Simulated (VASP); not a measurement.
HfN, 4 atoms in the cell. The structure is hexagonal, space group P6_3/mmc (No. 194). The conventional cell has a = 3.134 Å, b = 3.134 Å, c = 5.417 Å, α = 90.00°, β = 90.00°, γ = 120.00°. Within 3.0 Å of Hf (site symmetry -6m2) lie 6 N at 2.26 Å. N (site symmetry -3m) has 6 Hf at 2.26 Å and 2 N at 2.71 Å within 3.0 Å. 

```yaml
Program: VASP 6.6.1
Task: vibrations by perturbation theory
Functional: PBEsol
Potentials_or_basis: VASP PAW PBE potentials, release 64 (Hf_pv, N)
Cutoff: 600 eV
k_mesh: 12 × 12 × 6
Occupations: methfessel-paxton, width 0.1 eV
Spin: no spin polarisation
Dipole_correction: no
Further_INCAR_settings: ALGO = Normal; EDIFF = 1e-08; IBRION = 8; NSW = 1
```

Potentials or basis: VASP PAW PBE potentials, release 64 (Hf_pv, N).

The run is started by

```console
$ cat potpaw_PBE.64/Hf_pv/POTCAR potpaw_PBE.64/N/POTCAR > POTCAR
$ mpirun -np 1 vasp_std > vasp.out
```

Hardware: 1 thread of Intel(R) Xeon(R) 6975P-C (Granite Rapids), on a shared host.

Estimate the wall time of this run.

It took 17 min on 1 thread of Intel(R) Xeon(R) 6975P-C (Granite Rapids) (shared host), peak memory 0.74 GiB. Counts: scf iterations 107, k points 76.
